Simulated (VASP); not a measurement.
# BaTe (P6_3/mmc) in VASP: a series of runs

Aim: see how the results for BaTe move with the level of theory and the settings. Levels: r2SCAN, PBE. Tasks: single point, relaxation of shape and atoms at fixed volume.

Everything below comes from runs of VASP 6.6.1. Logs are shortened: lines on timing, memory, paths and dates and some standing lists are left out, and cuts for length are marked.

## (1) The cell of the first run

The structure is hexagonal, space group P6_3/mmc (No. 194). The conventional cell has a = 4.898 Å, b = 4.898 Å, c = 8.590 Å, α = 90.00°, β = 90.00°, γ = 120.00°. Ba (site symmetry -3m) has 6 Te at 3.55 Å and 2 Ba at 4.29 Å within 4.7 Å. Within 4.7 Å of Te (site symmetry -6m2) lie 6 Ba at 3.55 Å.

## (2) Single point, r2SCAN

Contents of POSCAR:

```
BaTe
1.0
    4.8978484621      0.0000000000      0.0000000000
   -2.4489242311      4.2416611921      0.0000000000
    0.0000000000      0.0000000000      8.5899203555
Ba Te
2 2
Direct
    0.0000000000      0.0000000000      0.0000000000
    0.0000000000      0.0000000000      0.5000000000
    0.3333333333      0.6666666667      0.7500000000
    0.6666666667      0.3333333333      0.2500000000
```

Contents of INCAR.step1:

```
SYSTEM = BaTe
ALGO = Normal
EDIFF = 1E-4
ENCUT = 520
GGA = PE
ISMEAR = 0
LASPH = .True.
LCHARG = .False.
LREAL = .False.
LWAVE = .True.
NBANDS = 24
NELM = 100
PREC = Accurate
SIGMA = 0.02
```

Contents of INCAR.step2:

```
SYSTEM = BaTe
ALGO = Normal
EDIFF = 1E-7
ENCUT = 520
ISIF = 2
ISMEAR = 0
ISTART = 1
LASPH = .True.
LCHARG = .False.
LMIXTAU = .True.
LREAL = .False.
LWAVE = .False.
METAGGA = R2SCAN
NBANDS = 24
NELM = 100
PREC = Accurate
SIGMA = 0.02
```

Contents of KPOINTS:

```
k-points
0
Gamma
  6 6 4
  0 0 0
```

Potentials or basis: VASP PAW PBE potentials, release 64 (Ba_sv, Te).

Command:

```bash
> cat potpaw_PBE.64/Ba_sv/POTCAR potpaw_PBE.64/Te/POTCAR > POTCAR
> cp INCAR.step1 INCAR
> mpirun -np 1 vasp_std > vasp.out
> cp INCAR.step2 INCAR
> mpirun -np 1 vasp_std > vasp.out
```

OUTCAR:

```text
SYSTEM = BaTe
   EDIFF = 1E-7
   ENCUT = 520
   ISIF = 2
   ISMEAR = 0
   ISTART = 1
   LASPH = .True.
   LREAL = .False.
   METAGGA = R2SCAN
   NELM = 100
   PREC = Accurate

 ion  position               nearest neighbor table
   1  0.000  0.000  0.000-   3 3.55   4 3.55   4 3.55   3 3.55   4 3.55   3 3.55   2 4.29   2 4.29

   2  0.000  0.000  0.500-   3 3.55   4 3.55   4 3.55   3 3.55   4 3.55   3 3.55   1 4.29   1 4.29

   3  0.333  0.667  0.750-   1 3.55   2 3.55   1 3.55   2 3.55   1 3.55   2 3.55
   4  0.667  0.333  0.250-   1 3.55   2 3.55   1 3.55   2 3.55   1 3.55   2 3.55

  LATTYP: Found a hexagonal cell.
 ALAT       =     4.8978484621
 C/A-ratio  =     1.7538150521

  Lattice vectors:

 A1 = (   4.8978484621,   0.0000000000,   0.0000000000)
 A2 = (  -2.4489242311,   4.2416611921,   0.0000000000)
 A3 = (   0.0000000000,   0.0000000000,   8.5899203555)

Analysis of symmetry for initial positions (statically):
=====================================================================
 Subroutine PRICEL returns:
 Original cell was already a primitive cell.

 Routine SETGRP: Setting up the symmetry group for a
 hexagonal supercell.

 Subroutine GETGRP returns: Found 24 space group operations
 (whereof 12 operations were pure point group operations)
 out of a pool of 24 trial point group operations.

The static configuration has the point symmetry D_3d.
 The point group associated with its full space group is D_6h.

Analysis of symmetry for dynamics (positions and initial velocities):
=====================================================================
 Subroutine PRICEL returns:
 Original cell was already a primitive cell.

 Routine SETGRP: Setting up the symmetry group for a
 hexagonal supercell.

 Subroutine GETGRP returns: Found 24 space group operations
 (whereof 12 operations were pure point group operations)
 out of a pool of 24 trial point group operations.

The dynamic configuration has the point symmetry D_3d.
 The point group associated with its full space group is D_6h.

 Subroutine INISYM returns: Found 24 space group operations
 (whereof 12 operations are pure point group operations),
 and found     1 'primitive' translations

----------------------------------------------------------------------------------------

                                     Primitive cell

  volume of cell :     178.4557

  direct lattice vectors                    reciprocal lattice vectors
     4.897848462  0.000000000  0.000000000     0.204171282  0.117878345  0.000000000
    -2.448924231  4.241661192  0.000000000     0.000000000  0.235756689  0.000000000
     0.000000000  0.000000000  8.589920356     0.000000000  0.000000000  0.116415515

  length of vectors
     4.897848462  4.897848462  8.589920356     0.235756689  0.235756689  0.116415515

  position of ions in fractional coordinates (direct lattice)
     0.000000000  0.000000000  0.000000000
     0.000000000  0.000000000  0.500000000
     0.333333333  0.666666667  0.750000000
     0.666666667  0.333333333  0.250000000

  ion indices of the primitive-cell ions
   primitive index   ion index
                 1           1
                 2           2
                 3           3
                 4           4

----------------------------------------------------------------------------------------

 KPOINTS: k-points

Automatic generation of k-mesh.
 Grid dimensions read from file:
 generate k-points for:    6    6    4

 Generating k-lattice:

  Cartesian coordinates                     Fractional coordinates (reciprocal lattice)
     0.034028547  0.019646391  0.000000000     0.166666667  0.000000000  0.000000000
     0.000000000  0.039292782  0.000000000     0.000000000  0.166666667  0.000000000
     0.000000000  0.000000000  0.029103879     0.000000000  0.000000000  0.250000000

  Length of vectors
     0.039292782  0.039292782  0.029103879

  Shift w.r.t. Gamma in fractional coordinates (k-lattice)
     0.000000000  0.000000000  0.000000000

 Subroutine IBZKPT returns following result:
 ===========================================

 Found     21 irreducible k-points:

 Following reciprocal coordinates:
            Coordinates               Weight
  0.000000  0.000000  0.000000      1.000000
  0.166667 -0.000000  0.000000      6.000000
  0.333333 -0.000000  0.000000      6.000000
  0.500000 -0.000000  0.000000      3.000000
  0.166667  0.166667  0.000000      6.000000
  0.333333  0.166667  0.000000     12.000000
[... 13 lines left out ...]
  0.333333  0.166667  0.500000     12.000000
  0.333333  0.333333  0.500000      2.000000
   k-points           NKPTS =     21   k-points in BZ     NKDIM =     21   number of bands    NBANDS=     24
   number of dos      NEDOS =    301   number of ions     NIONS =      4
   total plane-waves  NPLWV =  82944
   dimension x,y,z NGX =    36 NGY =   36 NGZ =   64
   dimension x,y,z NGXF=    72 NGYF=   72 NGZF=  128
   ions per type =               2   2
   NGX,Y,Z   is equivalent  to a cutoff of  12.22, 12.22, 12.39 a.u.
   NGXF,Y,Z  is equivalent  to a cutoff of  24.44, 24.44, 24.77 a.u.
 SYSTEM =  BaTe
   PREC   = accura    normal or accurate (medium, high low for compatibility)
   ISTART =      1    job   : 0-new  1-cont  2-samecut
   ICHARG =      0    charge: 1-file 2-atom 10-const
   ISPIN  =      1    spin polarized calculation?
   LNONCOLLINEAR =      F non collinear calculations
   LSORBIT =      F    spin-orbit coupling
   LASPH  =      T    aspherical Exc in radial PAW
   ENCUT  =  520.0 eV  38.22 Ry    6.18 a.u.   9.11  9.11 15.97*2*pi/ulx,y,z
   NELM   =    100;   NELMIN=  2; NELMDL=  0     # of ELM steps
   EDIFF  = 0.1E-06   stopping-criterion for ELM
   LREAL  =      F    real-space projection
   EDIFFG = 0.1E-05   stopping-criterion for IOM
   NSW    =      0    number of steps for IOM
   IBRION =     -1    ionic relax: 0-MD 1-quasi-New 2-CG
   NFREE  =      0    steps in history (QN), initial steepest desc. (CG)
   ISIF   =      2    stress and relaxation
   ISYM   =      2    0-nonsym 1-usesym 2-fastsym
   POTIM  = 0.5000    time-step for ionic-motion
   TEBEG  =    0.0;   TEEND  =   0.0 temperature during run
   PSTRESS=    0.0 pullay stress
   NELECT =      32.0000    total number of electrons
   NUPDOWN=      -1.0000    fix difference up-down
   EMIN   =  10.00;   EMAX   =-10.00  energy-range for DOS
   EFERMI =   0.00;   METHOD = LEGACY
   ISMEAR =     0;   SIGMA  =   0.02  broadening in eV -4-tet -1-fermi 0-gaus
   EFERMI_NEDOS =   21; number of points for ismear=-14 and -15
   IALGO  =     38    algorithm
   IMIX   =      4    mixing-type and parameters
     AMIX     =   0.40;   BMIX     =  1.00
     AMIX_MAG =   1.60;   BMIX_MAG =  1.00
  volume/ion in A,a.u.               =      44.61       301.07
  Fermi-wavevector in a.u.,A,eV,Ry     =   0.923169  1.744537 11.595449  0.852241
  Thomas-Fermi vector in A             =   2.048776
   LORBIT       =      0    0 simple, 1 ext, 2 COOP (PROOUT), +10 PAW based schemes
   METAGGA = R2SCAN    functional components
   LHFCALC =     F    Hartree Fock is set to
   AEXX    =    0.0000 exact exchange contribution
   IVDW    =     0    specifies the selected vdW correction
   LEPSILON=     F    determine dielectric tensor
   LRPA    =     F    only Hartree local field effects (RPA)
 non-spin polarized calculation
 Gauss-broadening in eV      SIGMA  =   0.02
  energy-cutoff  :      520.00
  volume of cell :      178.46
 maximum number of plane-waves:      4828
   NGX = 19   NGY = 19   NGZ = 31

 number of electron      32.0000001 magnetization

 Free energy of the ion-electron system (eV)
  ---------------------------------------------------
  ext. energy  EPLUGINS =         0.00000000
  ---------------------------------------------------
  free energy    TOTEN  =      -111.74083282 eV

  energy without entropy =     -111.74083282  energy(sigma->0) =     -111.74083282

 E-fermi :   2.0468     XC(G=0):  -8.4516

 val. band max:        1.9342138839   @ k =   0.0000   0.0000   0.0000
 cond. band min:       3.9840245861   @ k =   0.5000  -0.0000   0.0000
 fundamental gap:      2.0498107021
 Fermi energy:         2.0468163009

 k-point     1 :       0.0000    0.0000    0.0000
  band No.  band energies     occupation
      1     -26.1893      2.00000
      2     -26.1642      2.00000
      3     -11.3801      2.00000
      4     -10.9130      2.00000
      5     -10.9130      2.00000
      6     -10.8632      2.00000
[... 16 lines left out ...]
     23       6.5863      0.00000
     24       7.5768      0.00000

 k-point     2 :       0.1667   -0.0000    0.0000
  band No.  band energies     occupation
      1     -26.1867      2.00000
      2     -26.1620      2.00000
      3     -11.3365      2.00000
      4     -11.0019      2.00000
      5     -10.9251      2.00000
      6     -10.9083      2.00000
[... 16 lines left out ...]
     23       7.4194      0.00000
     24       7.4692      0.00000

 k-point     3 :       0.3333   -0.0000    0.0000
  band No.  band energies     occupation
      1     -26.1815      2.00000
      2     -26.1574      2.00000
      3     -11.2578      2.00000
      4     -11.1472      2.00000
      5     -10.9960      2.00000
      6     -10.9491      2.00000
[... 16 lines left out ...]
     23       7.3988      0.00000
     24       7.6062      0.00000
[... 433 lines left out ...]
 k-point    20 :       0.3333    0.1667    0.5000
  band No.  band energies     occupation
      1     -26.1671      2.00000
      2     -26.1671      2.00000
      3     -11.1195      2.00000
      4     -11.1195      2.00000
      5     -10.9944      2.00000
      6     -10.9944      2.00000
[... 16 lines left out ...]
     23       7.6102      0.00000
     24       7.6102      0.00000

 k-point    21 :       0.3333    0.3333    0.5000
  band No.  band energies     occupation
      1     -26.1658      2.00000
      2     -26.1658      2.00000
      3     -11.0930      2.00000
      4     -11.0930      2.00000
      5     -11.0197      2.00000
      6     -11.0197      2.00000
[... 16 lines left out ...]
     23       7.2774      0.00000
     24       7.2774      0.00000

------------------------ aborting loop because EDIFF is reached ----------------------------------------

  FORCE on cell =-STRESS in cart. coord.  units (eV):
  Direction    XX          YY          ZZ          XY          YZ          ZX
  --------------------------------------------------------------------------------------
  -------------------------------------------------------------------------------------
  Total        0.2861186      0.2861186      0.3322106     -0.0000000      0.0000000      0.0000000
  in kB        2.5687762      2.5687762      2.9825900     -0.0000000      0.0000000      0.0000000
  external PRESSURE =       2.7067141 kB  Pullay stress =       0.0000000 kB

 VOLUME and BASIS-vectors are now :
 -----------------------------------------------------------------------------
  energy-cutoff  :      520.00
  volume of cell :      178.46
      direct lattice vectors                 reciprocal lattice vectors
     4.897848462  0.000000000  0.000000000     0.204171282  0.117878345  0.000000000
    -2.448924231  4.241661192  0.000000000     0.000000000  0.235756689  0.000000000
     0.000000000  0.000000000  8.589920356     0.000000000  0.000000000  0.116415515

 POSITION                                       TOTAL-FORCE (eV/Angst)
 -----------------------------------------------------------------------------------
      0.00000      0.00000      0.00000         0.000000      0.000000     -0.000000
      0.00000      0.00000      4.29496         0.000000      0.000000     -0.000000
     -0.00000      2.82777      6.44244         0.000000      0.000000      0.000000
      2.44892      1.41389      2.14748        -0.000000     -0.000000     -0.000000
 -----------------------------------------------------------------------------------
    total drift:                               -0.000000      0.000000     -0.000000

  FREE ENERGIE OF THE ION-ELECTRON SYSTEM (eV)
  ---------------------------------------------------
  free  energy   TOTEN  =      -111.7408328204 eV

  energy  without entropy=     -111.7408328204  energy(sigma->0) =     -111.74083282
```

It took 12 min on 1 thread of Intel Xeon 8259CL, shared host; peak memory 0.36 GiB.

What came out:

- Free energy: -111.7408 eV
- Pressure: 0.3 GPa
- Band gap on the k mesh: 2.05 eV (least direct gap 2.10 eV)

Caveat: the PAW data sets were made with another functional, which shifts forces and pressure a little; spin-orbit coupling is left out, which moves the levels of the heavy elements. A k mesh can miss the band edges.

## (3) Single point, PBE

This run uses another cell than the first one: it holds 8 atoms, not 4.

Contents of INCAR:

```
  ALGO = Normal
  EDIFF = 1E-7
  ENCUT = 520
  GGA = PE
  ISIF = 2
  ISMEAR = 0
  LASPH = T
  LCHARG = T
  LELF = T
  LREAL = F
  LVHAR = T
  LWAVE = F
  NBANDS = 42
  NELM = 60
  PREC = Accurate
  SIGMA = 0.1
```

Contents of KPOINTS:

```
k-points
0
Gamma
  4 2 2
```

Contents of POSCAR:

```
BaTe
1.0
    2.4489242311     -4.2416611921      0.0000000000
   -7.3467726932     -4.2416611921      0.0000000000
    0.0000000000      0.0000000000     -8.5899203555
Ba Te
4 4
Direct
    0.5000000000      0.5000000000      0.0000000000
    1.0000000000      1.0000000000      1.0000000000
    0.5000000000      0.5000000000      0.5000000000
    1.0000000000      0.0000000000      0.5000000000
    0.5000000000      0.8333333333      0.2500000000
    1.0000000000      0.3333333333      0.2500000000
    1.0000000000      0.6666666667      0.7500000000
    0.5000000000      0.1666666667      0.7500000000
```

Potentials or basis: VASP PAW PBE potentials, release 64 (Ba_sv, Te).

Command:

```bash
> cat potpaw_PBE.64/Ba_sv/POTCAR potpaw_PBE.64/Te/POTCAR > POTCAR
> mpirun -np 1 vasp_std > vasp.out
```

It took 5.3 min on 1 thread of Intel Xeon 8259CL, shared host; peak memory 0.47 GiB.

It converged, with:

```
Free energy            : -33.9117 eV
Pressure               : 0.3 GPa
Band gap on the k mesh : 1.67 eV
```

Levels at points of the mesh, in eV from the valence-band top:
| k point | band 30 | band 31 | band 32 | band 33 | band 34 | band 35 |
| --- | --- | --- | --- | --- | --- | --- |
| (0.00, 0.00, 0.00) | -0.24 | 0.00 | 0.00 | 1.67 | 1.71 | 2.72 |
| (0.50, 0.00, 0.00) | -1.12 | -0.62 | -0.62 | 2.59 | 2.59 | 3.25 |
| (0.00, 0.50, 0.00) | -0.78 | -0.29 | -0.29 | 1.92 | 1.92 | 2.96 |
| (0.50, 0.50, 0.00) | -0.77 | -0.37 | -0.37 | 1.67 | 1.67 | 2.97 |
| (0.00, 0.00, 0.50) | -0.57 | -0.57 | -0.57 | 2.47 | 2.47 | 2.98 |
| (0.50, 0.00, 0.50) | -0.76 | -0.76 | -0.76 | 2.93 | 2.93 | 2.93 |
| (0.00, 0.50, 0.50) | -0.66 | -0.66 | -0.66 | 2.65 | 2.65 | 2.65 |
| (0.50, 0.50, 0.50) | -0.76 | -0.76 | -0.76 | 2.47 | 2.47 | 2.47 |

Caveat: spin-orbit coupling is left out, which moves the levels of the heavy elements.

## (4) Relaxation of shape and atoms at fixed volume, PBE (43.28 Å³/atom)

This run uses another cell than the first one, of 43.28 Å³/atom.

Contents of INCAR:

```
SYSTEM = BaTe
PREC = Accurate
ENCUT = 600
EDIFF = 1E-6
ISMEAR = 0
SIGMA = 0.02
LREAL = .False.
LASPH = .True.
NELM = 100
ALGO = Normal
ISIF = 4
LWAVE = .False.
LCHARG = .False.
GGA = PE
IBRION = 2
NSW = 50
EDIFFG = -0.01
```

Contents of KPOINTS:

```
Automatic mesh
0
Gamma
  6 6 4
  0 0 0
```

Contents of POSCAR:

```
BaTe
1.0
    4.8483718626      0.0000000000      0.0000000000
   -2.4241859313      4.1988132000      0.0000000000
    0.0000000000      0.0000000000      8.5031475506
Ba Te
2 2
Direct
    0.0000000000      0.0000000000      0.0000000000
    0.0000000000      0.0000000000      0.5000000000
    0.3333333333      0.6666666667      0.7500000000
    0.6666666667      0.3333333333      0.2500000000
```

Command:

```bash
> cat potpaw_PBE.64/Ba_sv/POTCAR potpaw_PBE.64/Te/POTCAR > POTCAR
> mpirun -np 1 vasp_std > vasp.out
```

Run time: 74 s. Hardware: 1 thread of Intel Xeon 6975P-C (Granite Rapids), shared host; peak memory 0.38 GiB.

Results (log left out):

```yaml
Free_energy: -16.9379 eV
Energy_gained_by_relaxing: 0.1 meV/atom
Ionic_steps: 3
Pressure_after_relaxing: 1.3 GPa
Band_gap_on_the_k_mesh: 1.62 eV (least direct gap 1.66 eV)
```

Step by step:
| step | energy change (eV) | largest force (eV/Å) | pressure (GPa) | volume (Å³) |
| --- | --- | --- | --- | --- |
| 1 | 0.0000 | 0.0000 | 1.28 | 173.10 |
| 2 | -0.0003 | 0.0000 | 1.27 | 173.10 |
| 3 | -0.0004 | 0.0000 | 1.26 | 173.10 |

Final structure:
```xyz
4
Lattice="4.8398 0.0000 0.0000 -2.4199 4.1914 0.0000 0.0000 0.0000 8.5331" Properties=species:S:1:pos:R:3 pbc="T T T"
Ba    0.0000    0.0000    0.0000
Ba    0.0000    0.0000    4.2666
Te    0.0000    2.7943    6.3998
Te    2.4199    1.3971    2.1333
```

Levels at points of the mesh, in eV from the valence-band top:
```
           k point  band 12  band 13  band 14  band 15  band 16  band 17  band 18  band 19  band 20
(0.00, 0.00, 0.00)    -1.02    -1.02    -0.27     0.00     0.00     1.66     2.84     3.05     3.05
(0.50, 0.00, 0.00)    -1.53    -1.16    -1.09    -0.78    -0.37     1.62     2.94     4.47     4.62
(0.00, 0.00, 0.50)    -1.53    -0.60    -0.60    -0.60    -0.60     2.98     2.98     3.57     3.57
(0.50, 0.00, 0.50)    -1.81    -1.05    -1.05    -0.80    -0.80     2.43     2.43     4.21     4.21
```

Caveat: spin-orbit coupling is left out, which moves the levels of the heavy elements.

(Part 1 of 2 ends here.)
